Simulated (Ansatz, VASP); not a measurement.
**Bi in VASP and in Ansatz**

Contents of INCAR:

```
  ALGO = Normal
  EDIFF = 1E-6
  ENCUT = 520
  GGA = PS
  ISIF = 2
  ISMEAR = -1
  LASPH = T
  LCHARG = F
  LREAL = F
  LWAVE = F
  NBANDS = 14
  NELM = 100
  PREC = Accurate
  SIGMA = 0.08
```

The input KPOINTS:

```
k-points
0
Gamma
  15 15 15
```

Contents of POSCAR:

```
Bi
1.0
   -1.8897060520      1.8897060520      1.8897060520
    1.8897060520     -1.8897060520      1.8897060520
    1.8897060520      1.8897060520     -1.8897060520
Bi
1
Direct
    0.0000000000      0.0000000000      0.0000000000
```

Input for Ansatz:

```yaml
crystal:
  lattice:
    - [-1.889706052, 1.889706052, 1.889706052]
    - [1.889706052, -1.889706052, 1.889706052]
    - [1.889706052, 1.889706052, -1.889706052]
  atoms:
    - { symbol: Bi, position: [0.0, 0.0, 0.0] }
kpoints:
  mp_grid: { grid: [15, 15, 15] }
scf:
  occupations: { method: fermi_dirac, width: 0.08 }
hamiltonian:
  xc: pbesol
  pseudopotentials: { kind: all_electron, lapw: { basis_error: 0.001 } }
output:
  forces: true
  stress: true
  eigenvalues: true
  populations: true
```

Change from the starting cell: volume scaled by 0.9, LAPW.

Alike in both runs: task single point; functional PBEsol; k mesh 15 × 15 × 15; occupations fermi-dirac, width 0.08 eV; no spin polarisation.

|  | VASP | Ansatz |
| --- | --- | --- |
| version | VASP 6.6.1 | Ansatz 0.2.0 |
| potentials or method | VASP PAW PBE potentials, release 64 (Bi_d), cutoff 520 eV | all-electron LAPW, scalar-relativistic |

|  | VASP | Ansatz | Ansatz less VASP |
| --- | --- | --- | --- |
| pressure (GPa) | 8.1 | 8.2 | +0.09 |

VASP's potentials were made for PBE, not for PBEsol. Ansatz ran all-electron here, and VASP with PAW potentials.

Neither program's run includes spin-orbit coupling.
